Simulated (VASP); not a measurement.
A run of VASP 6.6.1 is set up as follows.

Contents of INCAR:

```
SYSTEM = GaP
ALGO = Normal ; EDIFF = 1E-7
ENCUT = 520 ; GGA = PE
ISIF = 2 ; ISMEAR = 0
LASPH = .True. ; LCHARG = .False.
LREAL = .False. ; LWAVE = .False.
NBANDS = 16 ; NELM = 100
PREC = Accurate ; SIGMA = 0.02
```

File KPOINTS:

```
k-points
0
Gamma
  8 8 8
  0 0 0
```

The input POSCAR:

```
GaP
1.0
    0.0000000000      2.7525584834      2.7525584834
    2.7525584834      0.0000000000      2.7525584834
    2.7525584834      2.7525584834      0.0000000000
Ga P
1 1
Direct
    0.0000000000      0.0000000000      0.0000000000
    0.7500000000      0.7500000000      0.7500000000
```

Potentials or basis: VASP PAW PBE potentials, release 64 (Ga_d, P).

Run with:

```console
$ cat potpaw_PBE.64/Ga_d/POTCAR potpaw_PBE.64/P/POTCAR > POTCAR
$ mpirun -np 1 vasp_std > vasp.out
```

Q: Predict the pressure.

A: 0.0 GPa.

Q: Predict the band gap on the k mesh.

A: 1.58 eV, direct.

A k mesh can miss the band edges. Expect the measured gap to be larger: semilocal functionals such as PBE lack the derivative discontinuity.
